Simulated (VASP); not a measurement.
# W3C in VASP: a series of runs

The runs below take W3C through single point, with PBE.

Everything below comes from runs of VASP 6.6.1. Logs are shortened: lines on timing, memory, paths and dates and some standing lists are left out, and cuts for length are marked.

### Step 1. The cell of the first run

The cell holds a slab with vacuum, 4 atoms: a = 2.855 Å, b = 2.855 Å, c = 21.697 Å, α = 90.00°, β = 90.00°, γ = 120.00°.

### Step 2. Single point, PBE

INCAR reads:

```
SYSTEM = W3C
PREC = Accurate
ENCUT = 520
EDIFF = 1E-6
ISMEAR = 0
SIGMA = 0.1
LREAL = .False.
LASPH = .True.
NELM = 60
ALGO = Normal
ISIF = 2
LWAVE = .False.
LCHARG = .False.
LDIPOL = .True.
IDIPOL = 3
DIPOL = 0.5 0.5 0.349
GGA = PE
NBANDS = 31
```

KPOINTS reads:

```
Automatic mesh
0
Gamma
  9 9 1
  0 0 0
```

POSCAR reads:

```
W3C
1.0
    2.8545944806      0.0000000000      0.0000000000
   -1.4272972403      2.4721513377      0.0000000000
    0.0000000000      0.0000000000     21.6971108210
W C
3 1
Direct
    0.6666666667      0.3333333333      0.1843563428
    0.3333333333      0.6666666667      0.2926027619
    0.0000000000      0.0000000000      0.4008418859
    0.0000000000      0.0000000000      0.5174472728
```

Potentials or basis: VASP PAW PBE potentials, release 64 (W_sv, C).

Launch:

```console
$ cat potpaw_PBE.64/W_sv/POTCAR potpaw_PBE.64/C/POTCAR > POTCAR
$ mpirun -np 1 vasp_std > vasp.out
```

OUTCAR:

```text
SYSTEM = W3C
   PREC = Accurate
   ENCUT = 520
   EDIFF = 1E-6
   ISMEAR = 0
   LREAL = .False.
   LASPH = .True.
   NELM = 60
   ISIF = 2
   GGA = PE

 ion  position               nearest neighbor table
   1  0.667  0.333  0.184-   2 2.87   2 2.87   2 2.87
   2  0.333  0.667  0.293-   3 2.87   3 2.87   3 2.87   1 2.87   1 2.87   1 2.87
   3  0.000  0.000  0.401-   4 2.53   2 2.87   2 2.87   2 2.87
   4  0.000  0.000  0.517-   3 2.53

  LATTYP: Found a hexagonal cell.
 ALAT       =     2.8545944806
 C/A-ratio  =     7.6007681541

  Lattice vectors:

 A1 = (   2.8545944806,   0.0000000000,   0.0000000000)
 A2 = (  -1.4272972403,   2.4721513377,   0.0000000000)
 A3 = (   0.0000000000,   0.0000000000,  21.6971108210)

Analysis of symmetry for initial positions (statically):
=====================================================================
 Subroutine PRICEL returns:
 Original cell was already a primitive cell.

 Routine SETGRP: Setting up the symmetry group for a
 hexagonal supercell.

 Subroutine GETGRP returns: Found  6 space group operations
 (whereof  6 operations were pure point group operations)
 out of a pool of 24 trial point group operations.

The static configuration has the point symmetry C_3v.

Analysis of symmetry for dynamics (positions and initial velocities):
=====================================================================
 Subroutine PRICEL returns:
 Original cell was already a primitive cell.

 Routine SETGRP: Setting up the symmetry group for a
 hexagonal supercell.

 Subroutine GETGRP returns: Found  6 space group operations
 (whereof  6 operations were pure point group operations)
 out of a pool of 24 trial point group operations.

The dynamic configuration has the point symmetry C_3v.

 Subroutine INISYM returns: Found  6 space group operations
 (whereof  6 operations are pure point group operations),
 and found     1 'primitive' translations

----------------------------------------------------------------------------------------

                                     Primitive cell

  volume of cell :     153.1163

  direct lattice vectors                    reciprocal lattice vectors
     2.854594481  0.000000000  0.000000000     0.350312455  0.202252990  0.000000000
    -1.427297240  2.472151338  0.000000000     0.000000000  0.404505980  0.000000000
     0.000000000  0.000000000 21.697110821     0.000000000  0.000000000  0.046089086

  length of vectors
     2.854594481  2.854594481 21.697110821     0.404505980  0.404505980  0.046089086

  position of ions in fractional coordinates (direct lattice)
     0.666666667  0.333333333  0.184356343
     0.333333333  0.666666667  0.292602762
     0.000000000  0.000000000  0.400841886
     0.000000000  0.000000000  0.517447273

  ion indices of the primitive-cell ions
   primitive index   ion index
                 1           1
                 2           2
                 3           3
                 4           4

----------------------------------------------------------------------------------------

 KPOINTS: Automatic mesh

Automatic generation of k-mesh.
 Grid dimensions read from file:
 generate k-points for:    9    9    1

 Generating k-lattice:

  Cartesian coordinates                     Fractional coordinates (reciprocal lattice)
     0.038923606  0.022472554  0.000000000     0.111111111  0.000000000  0.000000000
     0.000000000  0.044945109  0.000000000     0.000000000  0.111111111  0.000000000
     0.000000000  0.000000000  0.046089086     0.000000000  0.000000000  1.000000000

  Length of vectors
     0.044945109  0.044945109  0.046089086

  Shift w.r.t. Gamma in fractional coordinates (k-lattice)
     0.000000000  0.000000000  0.000000000

 Subroutine IBZKPT returns following result:
 ===========================================

 Found     12 irreducible k-points:

 Following reciprocal coordinates:
            Coordinates               Weight
  0.000000  0.000000  0.000000      1.000000
  0.111111  0.000000  0.000000      6.000000
  0.222222  0.000000  0.000000      6.000000
  0.333333  0.000000  0.000000      6.000000
  0.444444  0.000000  0.000000      6.000000
  0.111111  0.111111  0.000000      6.000000
  0.222222  0.111111  0.000000     12.000000
  0.333333  0.111111  0.000000     12.000000
  0.444444  0.111111  0.000000      6.000000
  0.222222  0.222222  0.000000      6.000000
  0.333333  0.222222  0.000000     12.000000
  0.333333  0.333333  0.000000      2.000000
   k-points           NKPTS =     12   k-points in BZ     NKDIM =     12   number of bands    NBANDS=     31
   number of dos      NEDOS =    301   number of ions     NIONS =      4
   total plane-waves  NPLWV =  93312
   dimension x,y,z NGX =    24 NGY =   24 NGZ =  162
   dimension x,y,z NGXF=    48 NGYF=   48 NGZF=  324
   ions per type =               3   1
   NGX,Y,Z   is equivalent  to a cutoff of  13.98, 13.98, 12.41 a.u.
   NGXF,Y,Z  is equivalent  to a cutoff of  27.95, 27.95, 24.83 a.u.
 SYSTEM =  W3C
   PREC   = accura    normal or accurate (medium, high low for compatibility)
   ISTART =      0    job   : 0-new  1-cont  2-samecut
   ICHARG =      2    charge: 1-file 2-atom 10-const
   ISPIN  =      1    spin polarized calculation?
   LNONCOLLINEAR =      F non collinear calculations
   LSORBIT =      F    spin-orbit coupling
   LASPH  =      T    aspherical Exc in radial PAW
   ENCUT  =  520.0 eV  38.22 Ry    6.18 a.u.   5.31  5.31 40.34*2*pi/ulx,y,z
   NELM   =     60;   NELMIN=  2; NELMDL= -5     # of ELM steps
   EDIFF  = 0.1E-05   stopping-criterion for ELM
   LREAL  =      F    real-space projection
   EDIFFG = 0.1E-04   stopping-criterion for IOM
   NSW    =      0    number of steps for IOM
   IBRION =     -1    ionic relax: 0-MD 1-quasi-New 2-CG
   NFREE  =      0    steps in history (QN), initial steepest desc. (CG)
   ISIF   =      2    stress and relaxation
   ISYM   =      2    0-nonsym 1-usesym 2-fastsym
   POTIM  = 0.5000    time-step for ionic-motion
   TEBEG  =    0.0;   TEEND  =   0.0 temperature during run
   PSTRESS=    0.0 pullay stress
   NELECT =      46.0000    total number of electrons
   NUPDOWN=      -1.0000    fix difference up-down
   EMIN   =  10.00;   EMAX   =-10.00  energy-range for DOS
   EFERMI =   0.00;   METHOD = LEGACY
   ISMEAR =     0;   SIGMA  =   0.10  broadening in eV -4-tet -1-fermi 0-gaus
   EFERMI_NEDOS =   21; number of points for ismear=-14 and -15
   IALGO  =     38    algorithm
   IMIX   =      4    mixing-type and parameters
     AMIX     =   0.40;   BMIX     =  1.00
     AMIX_MAG =   1.60;   BMIX_MAG =  1.00
  volume/ion in A,a.u.               =      38.28       258.32
  Fermi-wavevector in a.u.,A,eV,Ry     =   1.096445  2.071981 16.356820  1.202192
  Thomas-Fermi vector in A             =   2.232787
   LORBIT       =      0    0 simple, 1 ext, 2 COOP (PROOUT), +10 PAW based schemes
   GGA     = PE    functional components
   LHFCALC =     F    Hartree Fock is set to
   AEXX    =    0.0000 exact exchange contribution
   IVDW    =     0    specifies the selected vdW correction
   LEPSILON=     F    determine dielectric tensor
   LRPA    =     F    only Hartree local field effects (RPA)
 non-spin polarized calculation
 Gauss-broadening in eV      SIGMA  =   0.10
  energy-cutoff  :      520.00
  volume of cell :      153.12
 maximum number of plane-waves:      4147
 NGX is ok and might be reduce to    24
   NGX = 11   NGY = 11   NGZ = 81

 dipolmoment           0.000000      0.000000     -0.000181 electrons x Angstroem

 number of electron      45.9999997 magnetization

 dipolmoment           0.000000      0.000000      0.065681 electrons x Angstroem

 Free energy of the ion-electron system (eV)
  ---------------------------------------------------
  ext. energy  EPLUGINS =         0.00000000
  ---------------------------------------------------
  free energy    TOTEN  =       -39.17624374 eV

  energy without entropy =      -39.13809028  energy(sigma->0) =      -39.15716701

 E-fermi :   0.1113     XC(G=0):  -6.1360

 val. band max:        0.1089233527   @ k =   0.3333   0.3333   0.0000
 cond. band min:       0.1191931834   @ k =   0.3333   0.2222   0.0000
 fundamental gap:      0.0102698308
 Fermi energy:         0.1113240362

 k-point     1 :       0.0000    0.0000    0.0000
  band No.  band energies     occupation
      1     -73.8754      2.00000
      2     -73.6248      2.00000
      3     -73.5715      2.00000
      4     -38.3416      2.00000
      5     -38.0224      2.00000
      6     -37.5863      2.00000
[... 23 lines left out ...]
     30       2.7525      0.00000
     31       3.4376      0.00000

 k-point     2 :       0.1111    0.0000    0.0000
  band No.  band energies     occupation
      1     -73.8672      2.00000
      2     -73.6157      2.00000
      3     -73.5648      2.00000
      4     -38.3119      2.00000
      5     -38.0169      2.00000
      6     -37.6984      2.00000
[... 23 lines left out ...]
     30       2.7393      0.00000
     31       3.1778      0.00000

 k-point     3 :       0.2222    0.0000    0.0000
  band No.  band energies     occupation
      1     -73.8463      2.00000
      2     -73.5922      2.00000
      3     -73.5479      2.00000
      4     -38.2406      2.00000
      5     -38.0341      2.00000
      6     -37.9383      2.00000
[... 23 lines left out ...]
     30       2.6534      0.00000
     31       3.2005      0.00000

 k-point     4 :       0.3333    0.0000    0.0000
  band No.  band energies     occupation
      1     -73.8225      2.00000
      2     -73.5647      2.00000
      3     -73.5295      2.00000
      4     -38.2790      2.00000
      5     -38.1899      2.00000
      6     -38.0498      2.00000
[... 23 lines left out ...]
     30       3.4665      0.00000
     31       3.7697      0.00000

 k-point     5 :       0.4444    0.0000    0.0000
  band No.  band energies     occupation
      1     -73.8069      2.00000
      2     -73.5459      2.00000
      3     -73.5182      2.00000
      4     -38.4460      2.00000
      5     -38.3012      2.00000
      6     -38.1500      2.00000
[... 23 lines left out ...]
     30       4.8385      0.00000
     31       4.9900      0.00000

 k-point     6 :       0.1111    0.1111    0.0000
  band No.  band energies     occupation
      1     -73.8526      2.00000
      2     -73.5994      2.00000
      3     -73.5530      2.00000
      4     -38.2603      2.00000
      5     -38.0184      2.00000
      6     -37.8645      2.00000
[... 23 lines left out ...]
     30       2.6022      0.00000
     31       2.8668      0.00000

 k-point     7 :       0.2222    0.1111    0.0000
  band No.  band energies     occupation
      1     -73.8303      2.00000
      2     -73.5738      2.00000
      3     -73.5354      2.00000
      4     -38.2113      2.00000
      5     -38.1187      2.00000
      6     -38.0271      2.00000
[... 23 lines left out ...]
     30       3.0622      0.00000
     31       3.4290      0.00000

 k-point     8 :       0.3333    0.1111    0.0000
  band No.  band energies     occupation
      1     -73.8105      2.00000
      2     -73.5504      2.00000
      3     -73.5207      2.00000
      4     -38.3582      2.00000
      5     -38.2305      2.00000
      6     -38.0806      2.00000
[... 23 lines left out ...]
     30       4.1065      0.00000
     31       4.7879      0.00000

 k-point     9 :       0.4444    0.1111    0.0000
  band No.  band energies     occupation
      1     -73.8027      2.00000
      2     -73.5407      2.00000
      3     -73.5154      2.00000
      4     -38.4380      2.00000
      5     -38.2905      2.00000
      6     -38.1403      2.00000
[... 23 lines left out ...]
     30       4.5986      0.00000
     31       4.9518      0.00000

 k-point    10 :       0.2222    0.2222    0.0000
  band No.  band energies     occupation
      1     -73.8120      2.00000
      2     -73.5522      2.00000
      3     -73.5217      2.00000
      4     -38.2829      2.00000
      5     -38.1696      2.00000
      6     -38.0596      2.00000
[... 23 lines left out ...]
     30       4.0904      0.00000
     31       4.9215      0.00000

 k-point    11 :       0.3333    0.2222    0.0000
  band No.  band energies     occupation
      1     -73.8000      2.00000
      2     -73.5373      2.00000
      3     -73.5135      2.00000
      4     -38.3414      2.00000
      5     -38.2077      2.00000
      6     -38.0679      2.00000
[... 23 lines left out ...]
     30       4.2278      0.00000
     31       4.9560      0.00000

 k-point    12 :       0.3333    0.3333    0.0000
  band No.  band energies     occupation
      1     -73.7958      2.00000
      2     -73.5319      2.00000
      3     -73.5109      2.00000
      4     -38.2319      2.00000
      5     -38.2103      2.00000
      6     -38.1299      2.00000
[... 23 lines left out ...]
     30       4.2198      0.00000
     31       4.3890      0.00000

------------------------ aborting loop because EDIFF is reached ----------------------------------------

 vacuum level on the upper side and lower side of the slab       (xc-potential included)         0.647        -1.024

  FORCE on cell =-STRESS in cart. coord.  units (eV):
  Direction    XX          YY          ZZ          XY          YZ          ZX
  --------------------------------------------------------------------------------------
  -------------------------------------------------------------------------------------
  Total       -8.0230086     -8.0230086     -6.2007684      0.0000000      0.0000000     -0.0000000
  in kB      -83.9511128    -83.9511128    -64.8835662      0.0000000      0.0000000     -0.0000000
  external PRESSURE =     -77.5952639 kB  Pullay stress =       0.0000000 kB

 VOLUME and BASIS-vectors are now :
 -----------------------------------------------------------------------------
  energy-cutoff  :      520.00
  volume of cell :      153.12
      direct lattice vectors                 reciprocal lattice vectors
     2.854594481  0.000000000  0.000000000     0.350312455  0.202252990  0.000000000
    -1.427297240  2.472151338  0.000000000     0.000000000  0.404505980  0.000000000
     0.000000000  0.000000000 21.697110821     0.000000000  0.000000000  0.046089086

 POSITION                                       TOTAL-FORCE (eV/Angst)
 -----------------------------------------------------------------------------------
      1.42730      0.82405      4.00000         0.000000     -0.000000      0.040118
     -0.00000      1.64810      6.34863        -0.000000      0.000000     -0.288300
      0.00000      0.00000      8.69711        -0.000000     -0.000000      2.877964
      0.00000      0.00000     11.22711        -0.000000      0.000000     -2.629782
 -----------------------------------------------------------------------------------
    total drift:                               -0.000000     -0.000000     -0.000812

  FREE ENERGIE OF THE ION-ELECTRON SYSTEM (eV)
  ---------------------------------------------------
  free  energy   TOTEN  =       -39.1762437381 eV

  energy  without entropy=      -39.1380902839  energy(sigma->0) =      -39.15716701

 vacuum level on the upper side and lower side of the slab         6.726         5.012
```

It took 3.4 min on 1 thread of Intel Xeon 8259CL, shared host; peak memory 0.31 GiB.

What came out:

```yaml
Free_energy: -39.1762 eV
Largest_force: 2.878 eV/Å
Band_gap_on_the_k_mesh: zero (bands 23 and 24 overlap by 0.71 eV)
```

Forces on the atoms (eV/Å):
```
W    0.000  0.000  0.040
W    0.000  0.000 -0.288
W    0.000  0.000  2.878
C    0.000  0.000 -2.630
```

Caveat: spin-orbit coupling is left out, which moves the levels of the heavy elements.

(Continued in part 2 of 3.)
